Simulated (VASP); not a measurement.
# TiS2 (P-3m1) in VASP: single point with PBE+D3(BJ)

Aim: the single point of TiS2 with PBE+D3(BJ).

All numbers are computed with VASP 6.6.1; they aren't measurements. Logs are shortened: lines on timing, memory, paths and dates and some standing lists are left out, and cuts for length are marked.

## 1. The cell of the first run

The structure is trigonal, space group P-3m1 (No. 164). Conventional cell: a = 3.361 Å, b = 3.361 Å, c = 5.522 Å, α = 90.00°, β = 90.00°, γ = 120.00°. Ti (site symmetry -3m) has 6 S at 2.41 Å within 3.2 Å. S (site symmetry 3m) has 3 Ti at 2.41 Å and 12 S at 3.30 to 3.45 Å within 3.5 Å.

## 2. Single point, PBE+D3(BJ)

Input file INCAR:

```
SYSTEM = TiS2
PREC = Accurate
ENCUT = 500
EDIFF = 1E-6
ISMEAR = 1
SIGMA = 0.2
LREAL = .False.
LASPH = .True.
NELM = 120
ALGO = Normal
ISIF = 2
LWAVE = .False.
LCHARG = .True.
GGA = PE
IVDW = 12
LELF = .True.
LVHAR = .True.
NBANDS = 19
GGA_COMPAT = .False.
```

Input file KPOINTS:

```
Automatic mesh
0
Gamma
  15 15 8
  0 0 0
```

Input file POSCAR:

```
TiS2
1.0
    3.3605541720      0.0000000000      0.0000000000
   -1.6802770860      2.9103252837      0.0000000000
    0.0000000000      0.0000000000      5.5222301423
Ti S
1 2
Direct
    0.0000000000      0.0000000000      0.0000000000
    0.3333333333      0.6666666667      0.2585614080
    0.6666666667      0.3333333333      0.7414385920
```

Potentials or basis: VASP PAW PBE potentials, release 64 (Ti_sv, S).

On the command line:

```sh
$ cat potpaw_PBE.64/Ti_sv/POTCAR potpaw_PBE.64/S/POTCAR > POTCAR
$ mpirun -np 1 vasp_std > vasp.out
```

OUTCAR:

```text
SYSTEM = TiS2
   PREC = Accurate
   ENCUT = 500
   EDIFF = 1E-6
   ISMEAR = 1
   LREAL = .False.
   LASPH = .True.
   NELM = 120
   ISIF = 2
   GGA = PE
   IVDW = 12
 IVDW          = 12

 ion  position               nearest neighbor table
   1  0.000  0.000  0.000-   2 2.41   3 2.41   2 2.41   3 2.41   3 2.41   2 2.41
   2  0.333  0.667  0.259-   1 2.41   1 2.41   1 2.41
   3  0.667  0.333  0.741-   1 2.41   1 2.41   1 2.41

  LATTYP: Found a hexagonal cell.
 ALAT       =     3.3605541720
 C/A-ratio  =     1.6432498510

  Lattice vectors:

 A1 = (   3.3605541720,   0.0000000000,   0.0000000000)
 A2 = (  -1.6802770860,   2.9103252837,   0.0000000000)
 A3 = (   0.0000000000,   0.0000000000,   5.5222301423)

Analysis of symmetry for initial positions (statically):
=====================================================================
 Subroutine PRICEL returns:
 Original cell was already a primitive cell.

 Routine SETGRP: Setting up the symmetry group for a
 hexagonal supercell.

 Subroutine GETGRP returns: Found 12 space group operations
 (whereof 12 operations were pure point group operations)
 out of a pool of 24 trial point group operations.

The static configuration has the point symmetry D_3d.

Analysis of symmetry for dynamics (positions and initial velocities):
=====================================================================
 Subroutine PRICEL returns:
 Original cell was already a primitive cell.

 Routine SETGRP: Setting up the symmetry group for a
 hexagonal supercell.

 Subroutine GETGRP returns: Found 12 space group operations
 (whereof 12 operations were pure point group operations)
 out of a pool of 24 trial point group operations.

The dynamic configuration has the point symmetry D_3d.

 Subroutine INISYM returns: Found 12 space group operations
 (whereof 12 operations are pure point group operations),
 and found     1 'primitive' translations

----------------------------------------------------------------------------------------

                                     Primitive cell

  volume of cell :      54.0091

  direct lattice vectors                    reciprocal lattice vectors
     3.360554172  0.000000000  0.000000000     0.297569969  0.171802102  0.000000000
    -1.680277086  2.910325284  0.000000000     0.000000000  0.343604203  0.000000000
     0.000000000  0.000000000  5.522230142     0.000000000  0.000000000  0.181086259

  length of vectors
     3.360554172  3.360554172  5.522230142     0.343604203  0.343604203  0.181086259

  position of ions in fractional coordinates (direct lattice)
     0.000000000  0.000000000  0.000000000
     0.333333333  0.666666667  0.258561408
     0.666666667  0.333333333  0.741438592

  ion indices of the primitive-cell ions
   primitive index   ion index
                 1           1
                 2           2
                 3           3

----------------------------------------------------------------------------------------

 KPOINTS: Automatic mesh

Automatic generation of k-mesh.
 Grid dimensions read from file:
 generate k-points for:   15   15    8

 Generating k-lattice:

  Cartesian coordinates                     Fractional coordinates (reciprocal lattice)
     0.019837998  0.011453473  0.000000000     0.066666667  0.000000000  0.000000000
     0.000000000  0.022906947  0.000000000     0.000000000  0.066666667  0.000000000
     0.000000000  0.000000000  0.022635782     0.000000000  0.000000000  0.125000000

  Length of vectors
     0.022906947  0.022906947  0.022635782

  Shift w.r.t. Gamma in fractional coordinates (k-lattice)
     0.000000000  0.000000000  0.000000000

 Subroutine IBZKPT returns following result:
 ===========================================

 Found    192 irreducible k-points:

 Following reciprocal coordinates:
            Coordinates               Weight
  0.000000  0.000000  0.000000      1.000000
  0.066667  0.000000  0.000000      6.000000
  0.133333  0.000000  0.000000      6.000000
  0.200000  0.000000  0.000000      6.000000
  0.266667  0.000000  0.000000      6.000000
  0.333333  0.000000  0.000000      6.000000
[... 16 lines left out ...]
  0.333333  0.200000  0.000000     12.000000
  0.400000  0.200000  0.000000      6.000000
 [... further k-points ...]
   k-points           NKPTS =    192   k-points in BZ     NKDIM =    192   number of bands    NBANDS=     19
   number of dos      NEDOS =    301   number of ions     NIONS =      3
   total plane-waves  NPLWV =  31360
   dimension x,y,z NGX =    28 NGY =   28 NGZ =   40
   dimension x,y,z NGXF=    56 NGYF=   56 NGZF=   80
   ions per type =               1   2
   NGX,Y,Z   is equivalent  to a cutoff of  13.85, 13.85, 12.04 a.u.
   NGXF,Y,Z  is equivalent  to a cutoff of  27.70, 27.70, 24.08 a.u.
 SYSTEM =  TiS2
   PREC   = accura    normal or accurate (medium, high low for compatibility)
   ISTART =      0    job   : 0-new  1-cont  2-samecut
   ICHARG =      2    charge: 1-file 2-atom 10-const
   ISPIN  =      1    spin polarized calculation?
   LNONCOLLINEAR =      F non collinear calculations
   LSORBIT =      F    spin-orbit coupling
   LASPH  =      T    aspherical Exc in radial PAW
   ENCUT  =  500.0 eV  36.75 Ry    6.06 a.u.   6.13  6.13 10.07*2*pi/ulx,y,z
   NELM   =    120;   NELMIN=  2; NELMDL= -5     # of ELM steps
   EDIFF  = 0.1E-05   stopping-criterion for ELM
   LREAL  =      F    real-space projection
   EDIFFG = 0.1E-04   stopping-criterion for IOM
   NSW    =      0    number of steps for IOM
   IBRION =     -1    ionic relax: 0-MD 1-quasi-New 2-CG
   NFREE  =      0    steps in history (QN), initial steepest desc. (CG)
   ISIF   =      2    stress and relaxation
   ISYM   =      2    0-nonsym 1-usesym 2-fastsym
   POTIM  = 0.5000    time-step for ionic-motion
   TEBEG  =    0.0;   TEEND  =   0.0 temperature during run
   PSTRESS=    0.0 pullay stress
   NELECT =      24.0000    total number of electrons
   NUPDOWN=      -1.0000    fix difference up-down
   EMIN   =  10.00;   EMAX   =-10.00  energy-range for DOS
   EFERMI =   0.00;   METHOD = LEGACY
   ISMEAR =     1;   SIGMA  =   0.20  broadening in eV -4-tet -1-fermi 0-gaus
   EFERMI_NEDOS =   21; number of points for ismear=-14 and -15
   IALGO  =     38    algorithm
   IMIX   =      4    mixing-type and parameters
     AMIX     =   0.40;   BMIX     =  1.00
     AMIX_MAG =   1.60;   BMIX_MAG =  1.00
  volume/ion in A,a.u.               =      18.00       121.49
  Fermi-wavevector in a.u.,A,eV,Ry     =   1.249270  2.360778 21.234275  1.560675
  Thomas-Fermi vector in A             =   2.383318
   LORBIT       =      0    0 simple, 1 ext, 2 COOP (PROOUT), +10 PAW based schemes
   GGA     = PE    functional components
   LHFCALC =     F    Hartree Fock is set to
   AEXX    =    0.0000 exact exchange contribution
   IVDW    =    12    specifies the selected vdW correction
   LEPSILON=     F    determine dielectric tensor
   LRPA    =     F    only Hartree local field effects (RPA)
 non-spin polarized calculation
 Methfessel and Paxton  Order N= 1 SIGMA  =   0.20
  energy-cutoff  :      500.00
  volume of cell :       54.01
 maximum number of plane-waves:      1398
 NGX is ok and might be reduce to    28
   NGX = 13   NGY = 13   NGZ = 21

 number of electron      24.0000001 magnetization

 Free energy of the ion-electron system (eV)
  ---------------------------------------------------
  ext. energy  EPLUGINS =         0.00000000
  ---------------------------------------------------
  free energy    TOTEN  =       -19.87609893 eV

  energy without entropy =      -19.87832600  energy(sigma->0) =      -19.87684129

 E-fermi :   6.1378     XC(G=0): -10.4357

 val. band max:        6.1182864861   @ k =   0.1333   0.0000   0.0000
 cond. band min:       6.1607011882   @ k =   0.4667   0.0000   0.3750
 fundamental gap:      0.0424147022
 Fermi energy:         6.1378069914

 k-point     1 :       0.0000    0.0000    0.0000
  band No.  band energies     occupation
      1     -51.4125      2.00000
      2     -27.6471      2.00000
      3     -27.5957      2.00000
      4     -27.5957      2.00000
      5      -7.8835      2.00000
      6      -5.9801      2.00000
[... 11 lines left out ...]
     18      12.2151      0.00000
     19      13.4395      0.00000

 k-point     2 :       0.0667    0.0000    0.0000
  band No.  band energies     occupation
      1     -51.4119      2.00000
      2     -27.6457      2.00000
      3     -27.6023      2.00000
      4     -27.5972      2.00000
      5      -7.8274      2.00000
      6      -5.9686      2.00000
[... 11 lines left out ...]
     18      12.5593      0.00000
     19      13.6808      0.00000

 k-point     3 :       0.1333    0.0000    0.0000
  band No.  band energies     occupation
      1     -51.4101      2.00000
      2     -27.6420      2.00000
      3     -27.6209      2.00000
      4     -27.6014      2.00000
      5      -7.6634      2.00000
      6      -5.9363      2.00000
[... 11 lines left out ...]
     18      13.2734      0.00000
     19      14.2754      0.00000

 k-point     4 :       0.2000    0.0000    0.0000
  band No.  band energies     occupation
      1     -51.4075      2.00000
      2     -27.6486      2.00000
      3     -27.6363      2.00000
      4     -27.6076      2.00000
      5      -7.4044      2.00000
      6      -5.8905      2.00000
[... 407 lines left out ...]
     18      13.4490      0.00000
     19      15.0276      0.00000

 k-point    23 :       0.3333    0.2000    0.0000
  band No.  band energies     occupation
      1     -51.3972      2.00000
      2     -27.7254      2.00000
      3     -27.6597      2.00000
      4     -27.6151      2.00000
      5      -6.0515      2.00000
      6      -5.7881      2.00000
[... 11 lines left out ...]
     18      13.1061      0.00000
     19      14.9110      0.00000

 k-point    24 :       0.4000    0.2000    0.0000
  band No.  band energies     occupation
      1     -51.3967      2.00000
      2     -27.7283      2.00000
      3     -27.6631      2.00000
      4     -27.6140      2.00000
      5      -5.8937      2.00000
      6      -5.8541      2.00000
[... 11 lines left out ...]
     18      12.9998      0.00000
     19      14.8532      0.00000

 [... further k-points ...]

------------------------ aborting loop because EDIFF is reached ----------------------------------------

 Edisp (eV)   -1.22895

 E8    (eV) :    -0.4982

  FORCE on cell =-STRESS in cart. coord.  units (eV):
  Direction    XX          YY          ZZ          XY          YZ          ZX
  --------------------------------------------------------------------------------------
  -------------------------------------------------------------------------------------
  Total      -0.02088    -0.02088     0.02653     0.00000    -0.00000     0.00000
  in kB      -0.61952    -0.61952     0.78697     0.00000    -0.00000     0.00000
  external pressure =       -0.15 kB  Pullay stress =        0.00 kB

 VOLUME and BASIS-vectors are now :
 -----------------------------------------------------------------------------
  energy-cutoff  :      500.00
  volume of cell :       54.01
      direct lattice vectors                 reciprocal lattice vectors
     3.360554172  0.000000000  0.000000000     0.297569969  0.171802102  0.000000000
    -1.680277086  2.910325284  0.000000000     0.000000000  0.343604203  0.000000000
     0.000000000  0.000000000  5.522230142     0.000000000  0.000000000  0.181086259

 POSITION                                       TOTAL-FORCE (eV/Angst)
 -----------------------------------------------------------------------------------
      0.00000      0.00000      0.00000        -0.000000      0.000000      0.000000
     -0.00000      1.94022      1.42784        -0.000000     -0.000000      0.002731
      1.68028      0.97011      4.09439         0.000000      0.000000     -0.002731
 -----------------------------------------------------------------------------------
    total drift:                                0.000000      0.000000      0.000000

  FREE ENERGIE OF THE ION-ELECTRON SYSTEM (eV)
  ---------------------------------------------------
  free  energy   TOTEN  =       -21.1050530312 eV

  energy  without entropy=      -21.1072801021  energy(sigma->0) =      -21.10579539
```

Wall time 6.1 min (1 thread of Intel Xeon 8259CL, shared host); peak memory 0.32 GiB.

Results:

```
Free energy                : -21.1051 eV
Pressure                   : 0.0 GPa
Band gap on the k mesh     : zero (bands 12 and 13 overlap by 0.28 eV)
Dispersion energy per atom : -0.410 eV
```

Forces on the atoms (eV/Å):
```
Ti   0.000  0.000  0.000
S    0.000  0.000  0.003
S    0.000  0.000 -0.003
```

Levels at points of the mesh, in eV from the Fermi level:
```csv
k point,band 9,band 10,band 11,band 12,band 13,band 14,band 15,band 16
"(0.00, 0.00, 0.00)",-2.78,0.17,0.17,0.17,0.54,0.54,0.88,3.47
"(0.00, 0.00, 0.50)",-2.71,-2.70,-0.09,-0.09,0.52,0.52,1.59,3.90
```
